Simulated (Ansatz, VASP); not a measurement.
## Two plane-wave programs on GaN

Contents of INCAR:

```
SYSTEM = GaN
PREC = Accurate
ENCUT = 600
EDIFF = 1E-6
ISMEAR = -1
SIGMA = 0.02
LREAL = .False.
LASPH = .True.
NELM = 120
ALGO = Normal
ISIF = 2
LWAVE = .False.
LCHARG = .False.
GGA = PE
NBANDS = 16
GGA_COMPAT = .False.
```

File KPOINTS:

```
regular mesh
0
Gamma
  7 7 7
  0 0 0
```

Contents of POSCAR:

```
GaN
1.0
    0.0150233400      2.2610126700      2.2610126700
    2.2610126700      0.0150233400      2.2610126700
    2.2610126700      2.2610126700      0.0150233400
Ga N
1 1
Direct
    0.0000000000      0.0000000000      0.0000000000
    0.7500000000      0.7500000000      0.7500000000
```

Input for Ansatz:

```yaml
crystal:
  lattice:
    - [0.01502334, 2.26101267, 2.26101267]
    - [2.26101267, 0.01502334, 2.26101267]
    - [2.26101267, 2.26101267, 0.01502334]
  atoms:
    - { symbol: Ga, position: [0.0, 0.0, 0.0] }
    - { symbol: "N", position: [0.75, 0.75, 0.75] }
basis:
  ecutwfc: 550.0
kpoints:
  mp_grid:
    grid: [7, 7, 7]
hamiltonian:
  xc: pbe
scf:
  occupations:
    method: fermi_dirac
    width: 0.02
output:
  stress: true
```

Alike in both runs: task single point; functional PBE; k mesh 7 × 7 × 7; occupations fermi-dirac, width 0.02 eV; no spin polarisation.

|  | VASP | Ansatz |
| --- | --- | --- |
| version | VASP 6.6.1 | Ansatz 0.2.0 |
| potentials or method | VASP PAW PBE potentials, release 64 (Ga_d, N), cutoff 600 eV | plane waves, PAW |
| valence electrons in the cell | 18 | 18 |

VASP gave:

| Quantity | Value |
| --- | --- |
| pressure (GPa) | 5.0 |
| traceless stress, the component that is largest in VASP (GPa) | -1.26 |

Q: What did Ansatz give for the same quantities?

A: Pressure (GPa): 5.0; traceless stress, the component that is largest in VASP (GPa): -1.27.
